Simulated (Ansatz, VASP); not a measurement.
# NbP in VASP and in Ansatz

```xyz
4
Lattice="-1.6749 1.6749 5.7401 1.6749 -1.6749 5.7401 1.6749 1.6749 -5.7401" Properties=species:S:1:pos:R:3 pbc="T T T"
Nb    1.6749    0.0000    2.8687
Nb    0.0000    0.0000    5.7387
P     0.0000    1.6749    3.8200
P     0.0000    0.0000    0.9500
```

Alike in both runs: functional PBE; k mesh 11 × 11 × 11; occupations fermi-dirac, width 0.05 eV; no spin polarisation.

|  | VASP | Ansatz |
| --- | --- | --- |
| version | VASP 6.6.1 | Ansatz 0.2.0 |
| potentials or method | VASP PAW PBE potentials, release 64 (Nb_sv, P) | Ansatz PAW |
| plane-wave cutoff (eV) | 520 | 420 |
| valence electrons in the cell | 36 | 36 |
| task | single point | band structure |

VASP gave:

| Quantity | Value |
| --- | --- |
| gap on the k mesh at the Fermi level (eV) | none |
| pressure (GPa) | -1.5 |
| traceless stress, the component that is largest in VASP (GPa) | -0.23 |
| rms of the force components (eV/Å) | 0.009 |

Problem. What did Ansatz give for the same quantities?

Solution. gap on the k mesh at the Fermi level (eV): none; pressure (GPa): -1.1; traceless stress, the component that is largest in VASP (GPa): -0.25; rms of the force components (eV/Å): 0.009.

Atom by atom the forces differ by 0.001 eV/Å (rms over components). A gap of «none» marks a metal or a gap that the smearing closes. The functional is the same, so the differences come from potentials, cutoffs and numerics.
